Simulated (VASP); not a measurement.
NbTe:

```
Te Nb
1.0
     3.70297    0.00000    0.00000
    -1.85149    3.20687    0.00000
     0.00000    0.00000    3.69421
Te Nb
1 1
Direct
  0.66667 0.33333 0.00000
  0.00000 0.00000 0.50000
```

Base run:

```yaml
Program: VASP 6.6.1
Functional: PBEsol
Potentials_or_basis: VASP PAW PBE potentials, release 64 (Te, Nb_sv)
Cutoff: 520 eV
k_mesh: 8 × 8 × 7
Occupations: fermi-dirac, width 0.05 eV
Spin: no spin polarisation
Hubbard_terms: Nb d U = 1.0 eV
```

Its results: pressure -4.5 GPa.

Task: After a change of settings the same cell gave: pressure -2.8 GPa. Which change was it?
A. hubbard terms from Nb d U = 1.0 eV to Nb d U = 6.0 eV
B. hubbard terms from Nb d U = 1.0 eV to none
C. hubbard terms from Nb d U = 1.0 eV to none; dispersion from none to D3(BJ)
D. hubbard terms from Nb d U = 1.0 eV to Nb d U = 3.0 eV

Result: D.

Caveats: the PAW data sets were made with another functional, which shifts forces and pressure a little; U without spin polarisation on a metal has little footing; the U is typed as a test and isn't derived for this compound.
